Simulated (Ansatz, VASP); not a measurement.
## Sn in VASP and in Ansatz

```
Sn
1.0
     0.00000    3.29676    3.29676
     3.29676    0.00000    3.29676
     3.29676    3.29676    0.00000
Sn
2
Direct
  0.75000 0.75000 0.75000
  0.50000 0.50000 0.50000
```

Alike in both runs: task single point; functional BLYP; k mesh 7 × 7 × 7; occupations fermi-dirac, width 0.05 eV; no spin polarisation.

|  | VASP | Ansatz |
| --- | --- | --- |
| version | VASP 6.6.1 | Ansatz 0.2.0 |
| potentials or method | VASP PAW PBE potentials, release 64 (Sn_d) | Ansatz PAW |
| plane-wave cutoff (eV) | 520 | 420 |
| valence electrons in the cell | 28 | 28 |

```tsv
	VASP	Ansatz	Ansatz less VASP
gap on the k mesh at the Fermi level (eV)	none	none	-
pressure (GPa)	3.5	3.5	+0.01
```

VASP's potentials were made for PBE, not for BLYP. A gap of «none» marks a metal or a gap that the smearing closes. With one functional, cell and mesh, what is left measures potentials, basis and numerics.
